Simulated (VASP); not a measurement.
# GaSb (F-43m) in VASP: single point with PBE

Aim: the single point of GaSb with PBE.

Program: VASP 6.6.1. These are calculated values, not measurements. Logs are shortened: lines on timing, memory, paths and dates and some standing lists are left out, and cuts for length are marked.

**1. The cell of the first run**

The structure is cubic, space group F-43m (No. 216). Conventional cell: a = 6.118 Å, b = 6.118 Å, c = 6.118 Å, α = 90.00°, β = 90.00°, γ = 90.00°. Ga (site symmetry -43m) has 4 Sb at 2.65 Å within 3.5 Å. Sb (site symmetry -43m) has 4 Ga at 2.65 Å within 3.5 Å.

**2. Single point, PBE**

The input, INCAR:

```
SYSTEM = GaSb
PREC = Accurate ; ENCUT = 500
EDIFF = 1E-6 ; ISMEAR = 0
SIGMA = 0.01 ; LREAL = .False.
LASPH = .True. ; NELM = 120
ALGO = Normal ; ISIF = 2
LWAVE = .False. ; LCHARG = .True.
GGA = PE ; LELF = .True.
LVHAR = .True. ; NBANDS = 16
GGA_COMPAT = .False.
```

The input, KPOINTS:

```
Automatic mesh
0
Gamma
  5 5 5
  0 0 0
```

The input, POSCAR:

```
GaSb
1.0
    0.0000000000      3.0590000000      3.0590000000
    3.0590000000      0.0000000000      3.0590000000
    3.0590000000      3.0590000000      0.0000000000
Ga Sb
1 1
Direct
    0.0000000000      0.0000000000      0.0000000000
    0.7500000000      0.7500000000      0.7500000000
```

Potentials or basis: VASP PAW PBE potentials, release 64 (Ga_d, Sb).

Command:

```console
cat potpaw_PBE.64/Ga_d/POTCAR potpaw_PBE.64/Sb/POTCAR > POTCAR
mpirun -np 1 vasp_std > vasp.out
```

OUTCAR:

```text
SYSTEM = GaSb
   PREC = Accurate
   ENCUT = 500
   EDIFF = 1E-6
   ISMEAR = 0
   LREAL = .False.
   LASPH = .True.
   NELM = 120
   ISIF = 2
   GGA = PE

 ion  position               nearest neighbor table
   1  0.000  0.000  0.000-   2 2.65   2 2.65   2 2.65   2 2.65
   2  0.750  0.750  0.750-   1 2.65   1 2.65   1 2.65   1 2.65

  LATTYP: Found a face centered cubic cell.
 ALAT       =     6.1180000000

  Lattice vectors:

 A1 = (   0.0000000000,   3.0590000000,   3.0590000000)
 A2 = (   3.0590000000,   0.0000000000,   3.0590000000)
 A3 = (   3.0590000000,   3.0590000000,   0.0000000000)

Analysis of symmetry for initial positions (statically):
=====================================================================
 Subroutine PRICEL returns:
 Original cell was already a primitive cell.

 Routine SETGRP: Setting up the symmetry group for a
 face centered cubic supercell.

 Subroutine GETGRP returns: Found 24 space group operations
 (whereof 24 operations were pure point group operations)
 out of a pool of 48 trial point group operations.

The static configuration has the point symmetry T_d .

Analysis of symmetry for dynamics (positions and initial velocities):
=====================================================================
 Subroutine PRICEL returns:
 Original cell was already a primitive cell.

 Routine SETGRP: Setting up the symmetry group for a
 face centered cubic supercell.

 Subroutine GETGRP returns: Found 24 space group operations
 (whereof 24 operations were pure point group operations)
 out of a pool of 48 trial point group operations.

The dynamic configuration has the point symmetry T_d .

 Subroutine INISYM returns: Found 24 space group operations
 (whereof 24 operations are pure point group operations),
 and found     1 'primitive' translations

----------------------------------------------------------------------------------------

                                     Primitive cell

  volume of cell :      57.2491

  direct lattice vectors                    reciprocal lattice vectors
     0.000000000  3.059000000  3.059000000    -0.163452109  0.163452109  0.163452109
     3.059000000  0.000000000  3.059000000     0.163452109 -0.163452109  0.163452109
     3.059000000  3.059000000  0.000000000     0.163452109  0.163452109 -0.163452109

  length of vectors
     4.326079287  4.326079287  4.326079287     0.283107357  0.283107357  0.283107357

  position of ions in fractional coordinates (direct lattice)
     0.000000000  0.000000000  0.000000000
     0.750000000  0.750000000  0.750000000

  ion indices of the primitive-cell ions
   primitive index   ion index
                 1           1
                 2           2

----------------------------------------------------------------------------------------

 KPOINTS: Automatic mesh

Automatic generation of k-mesh.
 Grid dimensions read from file:
 generate k-points for:    5    5    5

 Generating k-lattice:

  Cartesian coordinates                     Fractional coordinates (reciprocal lattice)
    -0.032690422  0.032690422  0.032690422     0.200000000  0.000000000  0.000000000
     0.032690422 -0.032690422  0.032690422     0.000000000  0.200000000  0.000000000
     0.032690422  0.032690422 -0.032690422     0.000000000  0.000000000  0.200000000

  Length of vectors
     0.056621471  0.056621471  0.056621471

  Shift w.r.t. Gamma in fractional coordinates (k-lattice)
     0.000000000  0.000000000  0.000000000

 Subroutine IBZKPT returns following result:
 ===========================================

 Found     10 irreducible k-points:

 Following reciprocal coordinates:
            Coordinates               Weight
  0.000000  0.000000  0.000000      1.000000
  0.200000  0.000000  0.000000      8.000000
  0.400000  0.000000  0.000000      8.000000
  0.200000  0.200000  0.000000      6.000000
  0.400000  0.200000  0.000000     24.000000
 -0.400000  0.200000  0.000000     24.000000
 -0.200000  0.200000  0.000000     12.000000
  0.400000  0.400000  0.000000      6.000000
 -0.400000  0.400000  0.000000     12.000000
 -0.400000  0.400000  0.200000     24.000000
   k-points           NKPTS =     10   k-points in BZ     NKDIM =     10   number of bands    NBANDS=     16
   number of dos      NEDOS =    301   number of ions     NIONS =      2
   total plane-waves  NPLWV =  32768
   dimension x,y,z NGX =    32 NGY =   32 NGZ =   32
   dimension x,y,z NGXF=    64 NGYF=   64 NGZF=   64
   ions per type =               1   1
   NGX,Y,Z   is equivalent  to a cutoff of  12.30, 12.30, 12.30 a.u.
   NGXF,Y,Z  is equivalent  to a cutoff of  24.59, 24.59, 24.59 a.u.
 SYSTEM =  GaSb
   PREC   = accura    normal or accurate (medium, high low for compatibility)
   ISTART =      0    job   : 0-new  1-cont  2-samecut
   ICHARG =      2    charge: 1-file 2-atom 10-const
   ISPIN  =      1    spin polarized calculation?
   LNONCOLLINEAR =      F non collinear calculations
   LSORBIT =      F    spin-orbit coupling
   LASPH  =      T    aspherical Exc in radial PAW
   ENCUT  =  500.0 eV  36.75 Ry    6.06 a.u.   7.89  7.89  7.89*2*pi/ulx,y,z
   NELM   =    120;   NELMIN=  2; NELMDL= -5     # of ELM steps
   EDIFF  = 0.1E-05   stopping-criterion for ELM
   LREAL  =      F    real-space projection
   EDIFFG = 0.1E-04   stopping-criterion for IOM
   NSW    =      0    number of steps for IOM
   IBRION =     -1    ionic relax: 0-MD 1-quasi-New 2-CG
   NFREE  =      0    steps in history (QN), initial steepest desc. (CG)
   ISIF   =      2    stress and relaxation
   ISYM   =      2    0-nonsym 1-usesym 2-fastsym
   POTIM  = 0.5000    time-step for ionic-motion
   TEBEG  =    0.0;   TEEND  =   0.0 temperature during run
   PSTRESS=    0.0 pullay stress
   NELECT =      18.0000    total number of electrons
   NUPDOWN=      -1.0000    fix difference up-down
   EMIN   =  10.00;   EMAX   =-10.00  energy-range for DOS
   EFERMI =   0.00;   METHOD = LEGACY
   ISMEAR =     0;   SIGMA  =   0.01  broadening in eV -4-tet -1-fermi 0-gaus
   EFERMI_NEDOS =   21; number of points for ismear=-14 and -15
   IALGO  =     38    algorithm
   IMIX   =      4    mixing-type and parameters
     AMIX     =   0.40;   BMIX     =  1.00
     AMIX_MAG =   1.60;   BMIX_MAG =  1.00
  volume/ion in A,a.u.               =      28.62       193.17
  Fermi-wavevector in a.u.,A,eV,Ry     =   1.113208  2.103657 16.860766  1.239231
  Thomas-Fermi vector in A             =   2.249790
   LORBIT       =      0    0 simple, 1 ext, 2 COOP (PROOUT), +10 PAW based schemes
   GGA     = PE    functional components
   LHFCALC =     F    Hartree Fock is set to
   AEXX    =    0.0000 exact exchange contribution
   IVDW    =     0    specifies the selected vdW correction
   LEPSILON=     F    determine dielectric tensor
   LRPA    =     F    only Hartree local field effects (RPA)
 non-spin polarized calculation
 Gauss-broadening in eV      SIGMA  =   0.01
  energy-cutoff  :      500.00
  volume of cell :       57.25
 maximum number of plane-waves:      1470
   NGX = 15   NGY = 15   NGZ = 15

 number of electron      17.9999986 magnetization

 Free energy of the ion-electron system (eV)
  ---------------------------------------------------
  ext. energy  EPLUGINS =         0.00000000
  ---------------------------------------------------
  free energy    TOTEN  =        -7.27768192 eV

  energy without entropy =       -7.27767009  energy(sigma->0) =       -7.27767601

 E-fermi :   4.9055     XC(G=0):  -9.0765

 val. band max:        4.8880173447   @ k =   0.0000   0.0000   0.0000
 cond. band min:       4.9200301606   @ k =   0.0000   0.0000   0.0000
 fundamental gap:      0.0320128159
 Fermi energy:         4.9055124038

 k-point     1 :       0.0000    0.0000    0.0000
  band No.  band energies     occupation
      1     -10.1700      2.00000
      2     -10.1700      2.00000
      3     -10.1700      2.00000
      4     -10.1208      2.00000
      5     -10.1208      2.00000
      6      -6.5889      2.00000
[... 8 lines left out ...]
     15      13.4708      0.00000
     16      13.4708      0.00000

 k-point     2 :       0.2000    0.0000    0.0000
  band No.  band energies     occupation
      1     -10.1796      2.00000
      2     -10.1658      2.00000
      3     -10.1658      2.00000
      4     -10.1211      2.00000
      5     -10.1211      2.00000
      6      -6.1867      2.00000
[... 8 lines left out ...]
     15      12.4120      0.00000
     16      12.4120      0.00000

 k-point     3 :       0.4000    0.0000    0.0000
  band No.  band energies     occupation
      1     -10.1947      2.00000
      2     -10.1601      2.00000
      3     -10.1601      2.00000
      4     -10.1207      2.00000
      5     -10.1207      2.00000
      6      -5.2212      2.00000
[... 8 lines left out ...]
     15      13.7185      0.00000
     16      13.7185      0.00000

 k-point     4 :       0.2000    0.2000    0.0000
  band No.  band energies     occupation
      1     -10.1867      2.00000
      2     -10.1617      2.00000
      3     -10.1617      2.00000
      4     -10.1242      2.00000
      5     -10.1193      2.00000
      6      -6.0475      2.00000
[... 8 lines left out ...]
     15      13.0403      0.00000
     16      13.9835      0.00000

 k-point     5 :       0.4000    0.2000    0.0000
  band No.  band energies     occupation
      1     -10.1989      2.00000
      2     -10.1566      2.00000
      3     -10.1552      2.00000
      4     -10.1257      2.00000
      5     -10.1188      2.00000
      6      -5.2162      2.00000
[... 8 lines left out ...]
     15      14.0509      0.00000
     16      14.7819      0.00000

 k-point     6 :      -0.4000    0.2000    0.0000
  band No.  band energies     occupation
      1     -10.2011      2.00000
      2     -10.1562      2.00000
      3     -10.1549      2.00000
      4     -10.1230      2.00000
      5     -10.1209      2.00000
      6      -4.6921      2.00000
[... 8 lines left out ...]
     15      13.3274      0.00000
     16      14.4346      0.00000

 k-point     7 :      -0.2000    0.2000    0.0000
  band No.  band energies     occupation
      1     -10.1913      2.00000
      2     -10.1611      2.00000
      3     -10.1594      2.00000
      4     -10.1227      2.00000
      5     -10.1207      2.00000
      6      -5.5650      2.00000
[... 8 lines left out ...]
     15      13.7313      0.00000
     16      14.2120      0.00000

 k-point     8 :       0.4000    0.4000    0.0000
  band No.  band energies     occupation
      1     -10.2107      2.00000
      2     -10.1478      2.00000
      3     -10.1478      2.00000
      4     -10.1314      2.00000
      5     -10.1170      2.00000
      6      -4.6228      2.00000
[... 8 lines left out ...]
     15      15.5178      0.00000
     16      16.1848      0.00000

 k-point     9 :      -0.4000    0.4000    0.0000
  band No.  band energies     occupation
      1     -10.2104      2.00000
      2     -10.1495      2.00000
      3     -10.1476      2.00000
      4     -10.1294      2.00000
      5     -10.1184      2.00000
      6      -4.1444      2.00000
[... 8 lines left out ...]
     15      14.1858      0.00000
     16      16.7966      0.00000

 k-point    10 :      -0.4000    0.4000    0.2000
  band No.  band energies     occupation
      1     -10.2059      2.00000
      2     -10.1540      2.00000
      3     -10.1492      2.00000
      4     -10.1266      2.00000
      5     -10.1198      2.00000
      6      -4.4121      2.00000
[... 8 lines left out ...]
     15      14.2725      0.00000
     16      16.6325      0.00000

------------------------ aborting loop because EDIFF is reached ----------------------------------------

  FORCE on cell =-STRESS in cart. coord.  units (eV):
  Direction    XX          YY          ZZ          XY          YZ          ZX
  --------------------------------------------------------------------------------------
  -------------------------------------------------------------------------------------
  Total        0.8508984      0.8508984      0.8508984      0.0000000      0.0000000      0.0000000
  in kB       23.8133149     23.8133149     23.8133149      0.0000000      0.0000000      0.0000000
  external PRESSURE =      23.8133149 kB  Pullay stress =       0.0000000 kB

 VOLUME and BASIS-vectors are now :
 -----------------------------------------------------------------------------
  energy-cutoff  :      500.00
  volume of cell :       57.25
      direct lattice vectors                 reciprocal lattice vectors
     0.000000000  3.059000000  3.059000000    -0.163452109  0.163452109  0.163452109
     3.059000000  0.000000000  3.059000000     0.163452109 -0.163452109  0.163452109
     3.059000000  3.059000000  0.000000000     0.163452109  0.163452109 -0.163452109

 POSITION                                       TOTAL-FORCE (eV/Angst)
 -----------------------------------------------------------------------------------
      0.00000      0.00000      0.00000        -0.000000     -0.000000     -0.000000
      4.58850      4.58850      4.58850         0.000000      0.000000      0.000000
 -----------------------------------------------------------------------------------
    total drift:                               -0.000000     -0.000000     -0.000001

  FREE ENERGIE OF THE ION-ELECTRON SYSTEM (eV)
  ---------------------------------------------------
  free  energy   TOTEN  =        -7.2776819208 eV

  energy  without entropy=       -7.2776700922  energy(sigma->0) =       -7.27767601
```

Run time: 25 s. Hardware: 1 thread of Intel Xeon 8259CL, shared host; peak memory 0.18 GiB.

What came out:

```
Free energy            : -7.2777 eV
Pressure               : 2.4 GPa
Band gap on the k mesh : 0.03 eV
```

Caveat: semilocal functionals underestimate gaps, and a narrow one can read as zero; spin-orbit coupling is left out, which moves the levels of the heavy elements; an odd mesh through Γ misses points on the zone boundary, where band edges can lie.
